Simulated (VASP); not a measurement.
Te, 1 atom in the cell. The structure is cubic, space group Pm-3m (No. 221). The conventional cell has a = 3.222 Å, b = 3.222 Å, c = 3.222 Å, α = 90.00°, β = 90.00°, γ = 90.00°. Te (site symmetry m-3m) has 6 Te at 3.22 Å within 4.2 Å. 

- Program: VASP 6.6.1
- Task: single point
- Functional: revPBE
- Potentials or basis: VASP PAW PBE potentials, release 64 (Te)
- Cutoff: 520 eV
- k mesh: 11 × 11 × 11
- Occupations: fermi-dirac, width 0.1 eV
- Spin: no spin polarisation
- Dipole correction: no
- Further INCAR settings: ALGO = Normal; EDIFF = 1e-07; NBANDS = 9

Potentials or basis: VASP PAW PBE potentials, release 64 (Te).

The run is started by

```console
$ cat potpaw_PBE.64/Te/POTCAR > POTCAR
$ mpirun -np 1 vasp_std > vasp.out
```

Hardware: 1 thread of Intel(R) Xeon(R) Platinum 8259CL CPU @ 2.50GHz (Skylake/Cascade Lake), on a shared host.

**Question.** How long does it take, and how much memory?

**Answer.** Run time: 8.7 s on 1 thread of Intel(R) Xeon(R) Platinum 8259CL CPU @ 2.50GHz (Skylake/Cascade Lake), with other jobs on the host, peak memory 0.14 GiB. Counts: scf iterations 12, k points 56.
